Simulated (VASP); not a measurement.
Runs of VASP 6.6.1 on Re. The structure is that of space group P6_3/mmc (No. 194), or close to it. The cells are those of the table. 

| cell | further INCAR settings | gap on the mesh (eV) | pressure (GPa) |
| --- | --- | --- | --- |
| a = 2.778, b = 2.778, c = 4.487 Å, angles 90.0, 90.0, 120.0°, 2 atoms | ALGO = Fast; EDIFF = 1e-06; NBANDS = 14 | none | (a) |
| a = 2.805, b = 2.805, c = 4.529 Å, angles 90.0, 90.0, 120.0°, 2 atoms | ALGO = Fast; EDIFF = 1e-06; NBANDS = 14 | none | (b) |
| a = 2.723, b = 2.723, c = 4.398 Å, angles 90.0, 90.0, 120.0°, 2 atoms | ALGO = Fast; EDIFF = 1e-07; NBANDS = 14 | none | 13.1 |
| a = 2.665, b = 2.665, c = 4.306 Å, angles 90.0, 90.0, 120.0°, 2 atoms | ALGO = Fast; EDIFF = 1e-06; NBANDS = 14 | none | 46.6 |
| a = 2.750, b = 2.750, c = 4.443 Å, angles 90.0, 90.0, 120.0°, 2 atoms | ALGO = Fast; EDIFF = 1e-07; NBANDS = 14 | none | 0.0 |

Alike in all rows: task single point; level PBEsol; potentials or basis VASP PAW PBE potentials, release 64 (Re); no spin polarisation; k mesh 18 × 18 × 10; cutoff (eV) 520; smearing gaussian 0.1 eV.

Q: Fill in the values left out.

A: (a) -11.0; (b) -20.4.

Caveats: the PAW data sets were made with another functional, which shifts forces and pressure a little; spin-orbit coupling is left out, which moves the levels of the heavy elements; the cell stands under tension (at least some runs); the cell stands under pressure (at least some runs).

A k mesh can miss the band edges, and the runs leave out spin-orbit coupling on Re.

A gap of «none» marks levels without a gap at the run's occupations.
